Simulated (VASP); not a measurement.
# MgCd2SO2 (P4/mmm) in VASP: further runs

Runs on MgCd2SO2. Level: PBE. Tasks: single point.

Everything below comes from runs of VASP 6.6.1. Logs are shortened: lines on timing, memory, paths and dates and some standing lists are left out, and cuts for length are marked.

### Step 1. The cell of the first run

The structure is tetragonal, space group P4/mmm (No. 123). The conventional cell has a = 4.218 Å, b = 4.218 Å, c = 5.554 Å, α = 90.00°, β = 90.00°, γ = 90.00°. Mg (site symmetry 4/mmm) has 2 S at 2.78 Å and 8 Cd at 3.27 Å and 8 O at 3.49 Å within 3.7 Å. Cd (site symmetry 4mm) has 4 O at 2.55 Å and 2 Cd at 2.69 to 2.86 Å and 4 Mg at 3.27 Å and 4 S at 3.31 Å within 3.4 Å. S (site symmetry 4/mmm) has 4 O at 2.11 Å and 2 Mg at 2.78 Å within 2.8 Å. O (site symmetry mmm) has 2 S at 2.11 Å and 4 Cd at 2.55 Å within 2.8 Å.

### Step 2. Single point, PBE

Input file INCAR:

```
SYSTEM = MgCd2SO2
PREC = Accurate
ENCUT = 520
EDIFF = 1E-6
ISMEAR = 0
SIGMA = 0.1
LREAL = .False.
LASPH = .True.
NELM = 80
ALGO = Normal
ISIF = 2
LWAVE = .False.
LCHARG = .False.
GGA = PE
NBANDS = 31
```

Input file KPOINTS:

```
Automatic mesh
0
Gamma
  10 10 8
  0 0 0
```

Input file POSCAR:

```
MgCd2SO2
1.0
    4.2183636597      0.0000000000      0.0000000000
    0.0000000000      4.2183636597      0.0000000000
    0.0000000000      0.0000000000      5.5542153422
Mg Cd S O
1 2 1 2
Direct
    0.0000000000      0.0000000000      0.5000000000
    0.5000000000      0.5000000000      0.7423468244
    0.5000000000      0.5000000000      0.2576531756
    0.0000000000      0.0000000000      0.0000000000
    0.5000000000      0.0000000000      0.0000000000
    0.0000000000      0.5000000000      0.0000000000
```

Potentials or basis: VASP PAW PBE potentials, release 64 (Mg, Cd, S, O).

Command:

```
$ cat potpaw_PBE.64/Mg/POTCAR potpaw_PBE.64/Cd/POTCAR potpaw_PBE.64/S/POTCAR potpaw_PBE.64/O/POTCAR > POTCAR
$ mpirun -np 1 vasp_std > vasp.out
```

OUTCAR:

```text
SYSTEM = MgCd2SO2
   PREC = Accurate
   ENCUT = 520
   EDIFF = 1E-6
   ISMEAR = 0
   LREAL = .False.
   LASPH = .True.
   NELM = 80
   ISIF = 2
   GGA = PE

 ion  position               nearest neighbor table
   1  0.000  0.000  0.500-   4 2.78   4 2.78   2 3.27   3 3.27   2 3.27   3 3.27   2 3.27   3 3.27
                             2 3.27   3 3.27
   2  0.500  0.500  0.742-   5 2.55   6 2.55   5 2.55   6 2.55   3 2.69   3 2.86   1 3.27   1 3.27
                             1 3.27   1 3.27
   3  0.500  0.500  0.258-   5 2.55   6 2.55   5 2.55   6 2.55   2 2.69   2 2.86   1 3.27   1 3.27
                             1 3.27   1 3.27
   4  0.000  0.000  0.000-   5 2.11   6 2.11   6 2.11   5 2.11   1 2.78   1 2.78
   5  0.500  0.000  0.000-   4 2.11   4 2.11   2 2.55   2 2.55   3 2.55   3 2.55
   6  0.000  0.500  0.000-   4 2.11   4 2.11   2 2.55   3 2.55   2 2.55   3 2.55

  LATTYP: Found a simple tetragonal cell.
 ALAT       =     4.2183636597
 C/A-ratio  =     1.3166753249

  Lattice vectors:

 A1 = (   4.2183636597,   0.0000000000,   0.0000000000)
 A2 = (   0.0000000000,   4.2183636597,   0.0000000000)
 A3 = (   0.0000000000,   0.0000000000,   5.5542153422)

Analysis of symmetry for initial positions (statically):
=====================================================================
 Subroutine PRICEL returns:
 Original cell was already a primitive cell.

 Routine SETGRP: Setting up the symmetry group for a
 simple tetragonal supercell.

 Subroutine GETGRP returns: Found 16 space group operations
 (whereof 16 operations were pure point group operations)
 out of a pool of 16 trial point group operations.

The static configuration has the point symmetry D_4h.

Analysis of symmetry for dynamics (positions and initial velocities):
=====================================================================
 Subroutine PRICEL returns:
 Original cell was already a primitive cell.

 Routine SETGRP: Setting up the symmetry group for a
 simple tetragonal supercell.

 Subroutine GETGRP returns: Found 16 space group operations
 (whereof 16 operations were pure point group operations)
 out of a pool of 16 trial point group operations.

The dynamic configuration has the point symmetry D_4h.

 Subroutine INISYM returns: Found 16 space group operations
 (whereof 16 operations are pure point group operations),
 and found     1 'primitive' translations

----------------------------------------------------------------------------------------

                                     Primitive cell

  volume of cell :      98.8350

  direct lattice vectors                    reciprocal lattice vectors
     4.218363660  0.000000000  0.000000000     0.237058746  0.000000000  0.000000000
     0.000000000  4.218363660  0.000000000     0.000000000  0.237058746  0.000000000
     0.000000000  0.000000000  5.554215342     0.000000000  0.000000000  0.180043433

  length of vectors
     4.218363660  4.218363660  5.554215342     0.237058746  0.237058746  0.180043433

  position of ions in fractional coordinates (direct lattice)
     0.000000000  0.000000000  0.500000000
     0.500000000  0.500000000  0.742346824
     0.500000000  0.500000000  0.257653176
     0.000000000  0.000000000  0.000000000
     0.500000000  0.000000000  0.000000000
     0.000000000  0.500000000  0.000000000

  ion indices of the primitive-cell ions
   primitive index   ion index
                 1           1
                 2           2
                 3           3
                 4           4
                 5           5
                 6           6

----------------------------------------------------------------------------------------

 KPOINTS: Automatic mesh

Automatic generation of k-mesh.
 Grid dimensions read from file:
 generate k-points for:   10   10    8

 Generating k-lattice:

  Cartesian coordinates                     Fractional coordinates (reciprocal lattice)
     0.023705875  0.000000000  0.000000000     0.100000000  0.000000000  0.000000000
     0.000000000  0.023705875  0.000000000     0.000000000  0.100000000  0.000000000
     0.000000000  0.000000000  0.022505429     0.000000000  0.000000000  0.125000000

  Length of vectors
     0.023705875  0.023705875  0.022505429

  Shift w.r.t. Gamma in fractional coordinates (k-lattice)
     0.000000000  0.000000000  0.000000000

 Subroutine IBZKPT returns following result:
 ===========================================

 Found    105 irreducible k-points:

 Following reciprocal coordinates:
            Coordinates               Weight
  0.000000  0.000000  0.000000      1.000000
  0.100000  0.000000  0.000000      4.000000
  0.200000  0.000000  0.000000      4.000000
  0.300000  0.000000  0.000000      4.000000
  0.400000  0.000000  0.000000      4.000000
  0.500000  0.000000  0.000000      2.000000
[... 16 lines left out ...]
  0.100000  0.000000  0.125000      8.000000
  0.200000  0.000000  0.125000      8.000000
 [... further k-points ...]
   k-points           NKPTS =    105   k-points in BZ     NKDIM =    105   number of bands    NBANDS=     31
   number of dos      NEDOS =    301   number of ions     NIONS =      6
   total plane-waves  NPLWV =  43008
   dimension x,y,z NGX =    32 NGY =   32 NGZ =   42
   dimension x,y,z NGXF=    64 NGYF=   64 NGZF=   84
   ions per type =               1   2   1   2
   NGX,Y,Z   is equivalent  to a cutoff of  12.61, 12.61, 12.57 a.u.
   NGXF,Y,Z  is equivalent  to a cutoff of  25.22, 25.22, 25.14 a.u.
 SYSTEM =  MgCd2SO2
   PREC   = accura    normal or accurate (medium, high low for compatibility)
   ISTART =      0    job   : 0-new  1-cont  2-samecut
   ICHARG =      2    charge: 1-file 2-atom 10-const
   ISPIN  =      1    spin polarized calculation?
   LNONCOLLINEAR =      F non collinear calculations
   LSORBIT =      F    spin-orbit coupling
   LASPH  =      T    aspherical Exc in radial PAW
   ENCUT  =  520.0 eV  38.22 Ry    6.18 a.u.   7.84  7.84 10.33*2*pi/ulx,y,z
   NELM   =     80;   NELMIN=  2; NELMDL= -5     # of ELM steps
   EDIFF  = 0.1E-05   stopping-criterion for ELM
   LREAL  =      F    real-space projection
   EDIFFG = 0.1E-04   stopping-criterion for IOM
   NSW    =      0    number of steps for IOM
   IBRION =     -1    ionic relax: 0-MD 1-quasi-New 2-CG
   NFREE  =      0    steps in history (QN), initial steepest desc. (CG)
   ISIF   =      2    stress and relaxation
   ISYM   =      2    0-nonsym 1-usesym 2-fastsym
   POTIM  = 0.5000    time-step for ionic-motion
   TEBEG  =    0.0;   TEEND  =   0.0 temperature during run
   PSTRESS=    0.0 pullay stress
   NELECT =      44.0000    total number of electrons
   NUPDOWN=      -1.0000    fix difference up-down
   EMIN   =  10.00;   EMAX   =-10.00  energy-range for DOS
   EFERMI =   0.00;   METHOD = LEGACY
   ISMEAR =     0;   SIGMA  =   0.10  broadening in eV -4-tet -1-fermi 0-gaus
   EFERMI_NEDOS =   21; number of points for ismear=-14 and -15
   IALGO  =     38    algorithm
   IMIX   =      4    mixing-type and parameters
     AMIX     =   0.40;   BMIX     =  1.00
     AMIX_MAG =   1.60;   BMIX_MAG =  1.00
  volume/ion in A,a.u.               =      16.47       111.16
  Fermi-wavevector in a.u.,A,eV,Ry     =   1.250035  2.362223 21.260290  1.562587
  Thomas-Fermi vector in A             =   2.384048
   LORBIT       =      0    0 simple, 1 ext, 2 COOP (PROOUT), +10 PAW based schemes
   GGA     = PE    functional components
   LHFCALC =     F    Hartree Fock is set to
   AEXX    =    0.0000 exact exchange contribution
   IVDW    =     0    specifies the selected vdW correction
   LEPSILON=     F    determine dielectric tensor
   LRPA    =     F    only Hartree local field effects (RPA)
 non-spin polarized calculation
 Gauss-broadening in eV      SIGMA  =   0.10
  energy-cutoff  :      520.00
  volume of cell :       98.83
 maximum number of plane-waves:      2691
 NGX is ok and might be reduce to    32
   NGX = 15   NGY = 15   NGZ = 21

 number of electron      44.0000010 magnetization

 Free energy of the ion-electron system (eV)
  ---------------------------------------------------
  ext. energy  EPLUGINS =         0.00000000
  ---------------------------------------------------
  free energy    TOTEN  =       -18.01821282 eV

  energy without entropy =      -18.00788749  energy(sigma->0) =      -18.01305016

 E-fermi :   3.8828     XC(G=0): -10.3661

 val. band max:        3.8766483480   @ k =   0.3000   0.0000   0.3750
 cond. band min:       3.8894952713   @ k =   0.3000   0.2000   0.2500
 fundamental gap:      0.0128469233
 Fermi energy:         3.8828057559

 k-point     1 :       0.0000    0.0000    0.0000
  band No.  band energies     occupation
      1     -15.8666      2.00000
      2     -14.2667      2.00000
      3      -7.5922      2.00000
      4      -6.0682      2.00000
      5      -5.7963      2.00000
      6      -5.7963      2.00000
[... 23 lines left out ...]
     30       8.7209      0.00000
     31       8.8204      0.00000

 k-point     2 :       0.1000    0.0000    0.0000
  band No.  band energies     occupation
      1     -15.8271      2.00000
      2     -14.2970      2.00000
      3      -7.7976      2.00000
      4      -6.0757      2.00000
      5      -5.7867      2.00000
      6      -5.7540      2.00000
[... 23 lines left out ...]
     30       8.9117      0.00000
     31       9.5786      0.00000

 k-point     3 :       0.2000    0.0000    0.0000
  band No.  band energies     occupation
      1     -15.7129      2.00000
      2     -14.3877      2.00000
      3      -8.2306      2.00000
      4      -6.0915      2.00000
      5      -5.7601      2.00000
      6      -5.6680      2.00000
[... 703 lines left out ...]
     30       9.3225      0.00000
     31       9.8704      0.00000

 k-point    24 :       0.2000    0.0000    0.1250
  band No.  band energies     occupation
      1     -15.7120      2.00000
      2     -14.3875      2.00000
      3      -8.2273      2.00000
      4      -6.0292      2.00000
      5      -5.7271      2.00000
      6      -5.6351      2.00000
[... 23 lines left out ...]
     30       9.5468      0.00000
     31      11.1865      0.00000

 [... further k-points ...]

------------------------ aborting loop because EDIFF is reached ----------------------------------------

  FORCE on cell =-STRESS in cart. coord.  units (eV):
  Direction    XX          YY          ZZ          XY          YZ          ZX
  --------------------------------------------------------------------------------------
  -------------------------------------------------------------------------------------
  Total        0.0792006      0.0792006      0.2082100      0.0000000     -0.0000000      0.0000000
  in kB        1.2838919      1.2838919      3.3752141      0.0000000     -0.0000000      0.0000000
  external PRESSURE =       1.9809993 kB  Pullay stress =       0.0000000 kB

 VOLUME and BASIS-vectors are now :
 -----------------------------------------------------------------------------
  energy-cutoff  :      520.00
  volume of cell :       98.83
      direct lattice vectors                 reciprocal lattice vectors
     4.218363660  0.000000000  0.000000000     0.237058746  0.000000000  0.000000000
     0.000000000  4.218363660  0.000000000     0.000000000  0.237058746  0.000000000
     0.000000000  0.000000000  5.554215342     0.000000000  0.000000000  0.180043433

 POSITION                                       TOTAL-FORCE (eV/Angst)
 -----------------------------------------------------------------------------------
      0.00000      0.00000      2.77711         0.000000      0.000000      0.000000
      2.10918      2.10918      4.12315         0.000000     -0.000000     -0.032782
      2.10918      2.10918      1.43106         0.000000      0.000000      0.032782
      0.00000      0.00000      0.00000         0.000000      0.000000      0.000000
      2.10918      0.00000      0.00000         0.000000      0.000000      0.000000
      0.00000      2.10918      0.00000         0.000000      0.000000      0.000000
 -----------------------------------------------------------------------------------
    total drift:                                0.000000     -0.000000     -0.000000

  FREE ENERGIE OF THE ION-ELECTRON SYSTEM (eV)
  ---------------------------------------------------
  free  energy   TOTEN  =       -18.0182128191 eV

  energy  without entropy=      -18.0078874927  energy(sigma->0) =      -18.01305016
```

Run time: 98 s. Hardware: 1 thread of AMD EPYC 9R45 (Zen 5), shared host; peak memory 0.39 GiB.

What came out:

| Quantity | Value |
| --- | --- |
| Free energy | -18.0182 eV |
| Pressure | 0.2 GPa |
| Largest force | 0.033 eV/Å |
| Band gap on the k mesh | zero (band 22 reaches 5.30 eV, above the bottom of band 23 at 2.27 eV) |

Forces in eV/Å, atoms in the order of the input:
```
Mg   0.000  0.000  0.000
Cd   0.000  0.000 -0.033
Cd   0.000  0.000  0.033
S    0.000  0.000  0.000
O    0.000  0.000  0.000
O    0.000  0.000  0.000
```

### Step 3. Single point, PBE, collinear spin, ferromagnetic start

This run uses another cell than the first one, of 16.58 Å³/atom, 1.007 times its volume.

Input file INCAR:

```
ALGO = Normal
EDIFF = 1E-6
ENCUT = 520
GGA = PE
ISIF = 2
ISMEAR = 0
ISPIN = 2
LASPH = True
LCHARG = False
LORBIT = 11
LREAL = False
LWAVE = False
MAGMOM = 0 0 0 0 1 1
NBANDS = 35
NELM = 150
PREC = Accurate
SIGMA = 0.1
```

Input file KPOINTS:

```
k-points
0
Gamma
  4 4 4
```

Input file POSCAR:

```
MgCd2SO2
1.0
    4.2778421351      0.0000000000      0.0000000000
    0.0000000000      4.2778421351      0.0000000000
    0.0000000000      0.0000000000      5.4363105813
Mg Cd S O
1 2 1 2
Direct
    0.0000000000      0.0000000000      0.5000000000
    0.5000000000      0.5000000000      0.7461765918
    0.5000000000      0.5000000000      0.2538234082
    0.0000000000      0.0000000000      0.0000000000
    0.5000000000      0.0000000000      0.0000000000
    0.0000000000      0.5000000000      0.0000000000
```

Potentials or basis: VASP PAW PBE potentials, release 64 (Mg, Cd, S, O).

Command:

```
$ cat potpaw_PBE.64/Mg/POTCAR potpaw_PBE.64/Cd/POTCAR potpaw_PBE.64/S/POTCAR potpaw_PBE.64/O/POTCAR > POTCAR
$ mpirun -np 1 vasp_std > vasp.out
```

Wall time 40 s (1 thread of AMD EPYC 9R45 (Zen 5), shared host); peak memory 0.25 GiB.

The run converged. Its results:

| Quantity | Value |
| --- | --- |
| Free energy | -18.1811 eV |
| Pressure | 0.3 GPa |
| Largest force | 0.029 eV/Å |
| Band gap on the k mesh | zero (filled and empty bands overlap) |
| Net moment | 0.00 μB per cell |
| Valence electrons inside the program's atomic spheres | Mg 0.30; Cd 10.26; S 3.49; O 4.84 |

Forces in eV/Å, atoms in the order of the input:
```
Mg   0.000  0.000  0.000
Cd   0.000  0.000 -0.029
Cd   0.000  0.000  0.029
S    0.000  0.000  0.000
O    0.000  0.000  0.000
O    0.000  0.000  0.000
```

Stress tensor (GPa, compression positive):
```
0.25 0.00 0.00
0.00 0.25 0.00
0.00 0.00 0.47
```

Levels at points of the mesh, in eV from the Fermi level:
Spin up:
| k point | band 20 | band 21 | band 22 | band 23 | band 24 | band 25 |
| --- | --- | --- | --- | --- | --- | --- |
| (0.00, 0.00, 0.00) | -2.82 | -1.40 | 0.78 | 2.66 | 2.66 | 3.05 |
| (0.50, 0.00, 0.00) | -2.68 | -2.26 | -1.96 | -0.52 | 2.47 | 3.29 |
| (0.50, 0.50, 0.00) | -2.17 | -1.96 | -1.96 | -1.77 | 0.22 | 0.22 |
| (0.00, 0.00, 0.50) | -2.82 | -1.82 | -1.68 | 1.73 | 1.73 | 3.69 |
| (0.50, 0.00, 0.50) | -2.16 | -2.09 | -0.53 | 0.18 | 1.05 | 2.53 |
| (0.50, 0.50, 0.50) | -2.47 | -1.60 | -1.47 | -1.47 | 0.77 | 0.77 |
Spin down:
```csv
k point,band 18,band 19,band 20,band 21,band 22,band 23,band 24,band 25,band 26,band 27
"(0.00, 0.00, 0.00)",-3.40,-3.40,-2.82,-1.40,0.78,2.66,2.66,3.05,3.52,4.10
"(0.50, 0.00, 0.00)",-3.92,-3.16,-2.68,-2.26,-1.96,-0.52,2.47,3.29,3.31,4.27
"(0.50, 0.50, 0.00)",-3.76,-2.47,-2.17,-1.96,-1.96,-1.77,0.22,0.22,0.24,2.02
"(0.00, 0.00, 0.50)",-3.25,-2.85,-2.82,-1.82,-1.68,1.73,1.73,3.69,3.69,4.04
"(0.50, 0.00, 0.50)",-3.75,-2.62,-2.16,-2.09,-0.53,0.18,1.05,2.53,3.48,3.77
"(0.50, 0.50, 0.50)",-3.76,-3.37,-2.47,-1.60,-1.47,-1.47,0.77,0.77,2.27,2.70
```

Caveat: the k points lie up to 0.37 Å⁻¹ apart.
